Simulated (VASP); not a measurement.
Crystal: Ge.

```
CELL_PARAMETERS angstrom
4.05040 0.00000 0.00000
-2.02520 3.50775 0.00000
0.00000 0.00000 10.99336
ATOMIC_POSITIONS crystal
Ge 0.66667 0.33333 0.41485
Ge 0.33333 0.66667 0.91485
Ge 0.00000 0.00000 0.47745
Ge 0.00000 0.00000 0.97745
```

Base run:

* Program: VASP 6.6.1
* Functional: LDA
* Potentials or basis: VASP PAW LDA potentials, release 64 (Ge_d)
* Cutoff: 520 eV
* k mesh: 6 × 6 × 2
* Occupations: fermi-dirac, width 0.05 eV
* Spin: no spin polarisation

Its results: band gap on the k mesh zero (filled and empty bands touch); pressure -2.5 GPa; largest force 0.259 eV/Å.

Q: The run is repeated on the same cell with these changes: k mesh from 6 × 6 × 2 to 8 × 8 × 3; further incar settings from ALGO = Normal; EDIFF = 1e-06; NBANDS = 36 to ALGO = Normal; EDIFF = 1e-07; NBANDS = 36. What comes out?

A: Band gap on the k mesh 0.57 eV, indirect (least direct gap 0.68 eV); pressure -2.5 GPa; largest force 0.269 eV/Å.

A k mesh can miss the band edges.
